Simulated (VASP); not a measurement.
Here is a VASP 6.6.1 calculation.

Contents of INCAR:

```
PREC = Accurate
ENCUT = 520
EDIFF = 1E-6
ISMEAR = 1
SIGMA = 0.01
LREAL = F
LASPH = T
NELM = 80
ALGO = Normal
ISIF = 2
LWAVE = F
LCHARG = F
GGA = RP
IVDW = 12
NBANDS = 9
```

Contents of KPOINTS:

```
Automatic mesh
0
Gamma
  16 16 16
```

POSCAR

```
LiH
1.0
    0.0000000000      2.0367500000      2.0367500000
    2.0367500000      0.0000000000      2.0367500000
    2.0367500000      2.0367500000      0.0000000000
Li H
1 1
Direct
    0.0000000000      0.0000000000      0.0000000000
    0.5000000000      0.5000000000      0.5000000000
```

Potentials or basis: VASP PAW PBE potentials, release 64 (Li_sv, H).

Launch:

```bash
$ cat potpaw_PBE.64/Li_sv/POTCAR potpaw_PBE.64/H/POTCAR > POTCAR
$ mpirun -np 1 vasp_std > vasp.out
```

**Question.** Predict the band gap on the k mesh.

**Answer.** 3.17 eV, direct.

**Question.** Estimate the dispersion energy per atom.

**Answer.** -0.650 eV.

Caveat: three body term missing. A k mesh can miss the band edges.
